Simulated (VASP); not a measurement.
Here is a VASP 6.6.1 calculation.

The input INCAR:

```
ALGO = Normal ; EDIFF = 1E-6
ENCUT = 500 ; GGA = PS
GGA_COMPAT = F ; ISIF = 2
ISMEAR = 0 ; LASPH = T
LCHARG = F ; LREAL = F
LWAVE = F ; NBANDS = 11
NELM = 120 ; PREC = Accurate
SIGMA = 0.05
```

Contents of KPOINTS:

```
k-points
0
Gamma
  10 10 10
```

POSCAR

```
HCl
1.0
    0.0000000000      2.2936659639      2.2936659639
    2.2936659639      0.0000000000      2.2936659639
    2.2936659639      2.2936659639      0.0000000000
H Cl
1 1
Direct
    0.0000000000      0.0000000000      0.0000000000
    0.5000000000      0.5000000000      0.5000000000
```

Potentials or basis: VASP PAW PBE potentials, release 64 (H, Cl).

Run with:

```console
$ cat potpaw_PBE.64/H/POTCAR potpaw_PBE.64/Cl/POTCAR > POTCAR
$ mpirun -np 1 vasp_std > vasp.out
```

Question: Predict the band gap on the k mesh.

Answer: Zero (bands 4 and 5 overlap by 1.09 eV).

Question: What does it give for the pressure?

Answer: -5.2 GPa.

Caveat: the cell stands under tension; the PAW data sets were made with another functional, which shifts forces and pressure a little.
